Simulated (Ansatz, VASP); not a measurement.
# Li2Se in VASP and in Ansatz

```
CELL_PARAMETERS angstrom
0.00000 3.05148 3.05148
3.05148 0.00000 3.05148
3.05148 3.05148 0.00000
ATOMIC_POSITIONS crystal
Li 0.25000 0.25000 0.25000
Li 0.75000 0.75000 0.75000
Se 0.00000 0.00000 0.00000
```

Alike in both runs: functional r2SCAN; k mesh 8 × 8 × 8; occupations fermi-dirac, width 0.02 eV; no spin polarisation.

Ansatz relaxed the structure, and its values are those at the end. VASP's run is a single point on that final structure, the one shown.

```csv
,VASP,Ansatz
version,VASP 6.6.1,Ansatz 0.2.0
potentials or method,"VASP PAW PBE potentials, release 64 (Li_sv, Se), cutoff 830 eV",PAW plane waves
valence electrons in the cell,12,22
```

|  | VASP | Ansatz | Ansatz less VASP |
| --- | --- | --- | --- |
| gap on the k mesh at the Fermi level (eV) | 3.49 | 3.51 | +0.022 |
| pressure (GPa) | -2.0 | -1.9 | +0.16 |

VASP's potentials were made for PBE, not for r2SCAN. VASP's potentials hold 12 valence electrons a cell and Ansatz's 22, so a difference there can come from the potentials and not from the codes. Ansatz's warnings: stress scf threshold loose.
